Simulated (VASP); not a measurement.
Crystal: SnSe.

```
CELL_PARAMETERS angstrom
11.34335 0.00000 0.00000
0.00000 4.16188 0.00000
0.00000 0.00000 4.43007
ATOMIC_POSITIONS crystal
Sn 0.87700 0.75000 0.90900
Sn 0.62300 0.25000 0.40900
Sn 0.37700 0.75000 0.59100
Sn 0.12300 0.25000 0.09100
Se 0.64300 0.75000 0.98400
Se 0.85700 0.25000 0.48400
Se 0.14300 0.75000 0.51600
Se 0.35700 0.25000 0.01600
```

Program: VASP 6.6.1. Alike in all runs: task single point; potentials or basis VASP PAW PBE potentials, release 64 (Sn_d, Se); no spin polarisation; cell as given; k mesh 3 × 6 × 6; cutoff (eV) 520; smearing fermi-dirac 0.05 eV.

**Question.** Order these runs on this cell by their pressure, lowest first.
A. level PBE exchange alone
B. level revPBE+D3(BJ)
C. level RPBE+D3(BJ)

**Answer.** C (-8.9 GPa), B (0.5 GPa), A (13.9 GPa).

Caveats: the PAW data sets were made with another functional, which shifts forces and pressure a little (at least some runs); the cell stands under tension (at least some runs); the dispersion term is far too large for a dense solid, which distorts pressure and volume (at least some runs); the cell stands under pressure (at least some runs).
